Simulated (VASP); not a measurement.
Write the native input for VASP 6.6.1 that does the following.

| Property | Result |
| --- | --- |
| Task | single point |
| Functional | PBE |
| Potentials or basis | VASP PAW PBE potentials, release 64 (Sn_d, O) |
| Cutoff | 520 eV |
| k mesh | 6 × 6 × 8 |
| Occupations | gaussian, width 0.02 eV |
| Spin | no spin polarisation |
| Dipole correction | no |
| Further INCAR settings | ALGO = Normal; EDIFF = 1e-06; NBANDS = 35 |

The structure of SnO2 lies in POSCAR:

```
SnO2
1.0
    4.7828380859      0.0000000000      0.0000000000
    0.0000000000      4.7828380859      0.0000000000
    0.0000000000      0.0000000000      3.2257857971
Sn O
2 4
Direct
    0.5000000000      0.5000000000      0.5000000000
    0.0000000000      0.0000000000      0.0000000000
    0.1938948927      0.8061051073      0.5000000000
    0.8061051073      0.1938948927      0.5000000000
    0.3061051073      0.3061051073      0.0000000000
    0.6938948927      0.6938948927      0.0000000000
```

The input as run:

INCAR

```
ALGO = Normal ; EDIFF = 1E-6
ENCUT = 520 ; GGA = PE
ISIF = 2 ; ISMEAR = 0
LASPH = T ; LCHARG = T
LELF = T ; LREAL = F
LVHAR = T ; LWAVE = F
NBANDS = 35 ; NELM = 80
PREC = Accurate ; SIGMA = 0.02
```

KPOINTS

```
k-points
0
Gamma
  6 6 8
```

Potentials or basis: VASP PAW PBE potentials, release 64 (Sn_d, O).

Launch:

```bash
$ cat potpaw_PBE.64/Sn_d/POTCAR potpaw_PBE.64/O/POTCAR > POTCAR
$ mpirun -np 1 vasp_std > vasp.out
```

It gave:

```json
{
  "Pressure": "4.6 GPa",
  "Largest force": "0.010 eV/Å",
  "Band gap on the k mesh": "0.89 eV"
}
```

Caveat: the cell stands under pressure; spin-orbit coupling is left out, which moves the levels of the heavy elements.

Run time: 3.3 min on 1 thread of Intel Xeon 8259CL (shared host), peak memory 0.24 GiB.
